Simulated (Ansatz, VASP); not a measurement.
One calculation of BeTe, two programs

```xyz
2
Lattice="0.0000 2.8150 2.8150 2.8150 0.0000 2.8150 2.8150 2.8150 0.0000" Properties=species:S:1:pos:R:3 pbc="T T T"
Be    0.0000    0.0000    0.0000
Te    1.4075    1.4075    1.4075
```

Alike in both runs: task single point; functional HSE06; k mesh 4 × 4 × 4; no spin polarisation.

|  | VASP | Ansatz |
| --- | --- | --- |
| version | VASP 6.6.1 | Ansatz 0.2.0 |
| potentials or method | VASP PAW PBE potentials, release 64 (Be, Te), cutoff 520 eV | scalar-relativistic, plane waves, PAW |
| occupations | gaussian, width 0.01 eV | fixed |
| valence electrons in the cell | 8 | 18 |

|  | VASP | Ansatz | Ansatz less VASP |
| --- | --- | --- | --- |
| gap on the k mesh at the Fermi level (eV) | 2.65 | 2.67 | +0.021 |
| least direct gap on the mesh (eV) | 4.48 | 4.48 | -0.002 |

VASP's potentials hold 8 valence electrons a cell and Ansatz's 18, so a difference there can come from the potentials and not from the codes.

The k mesh is coarse, so the values compare programs but aren't converged. Neither program's run includes spin-orbit coupling.
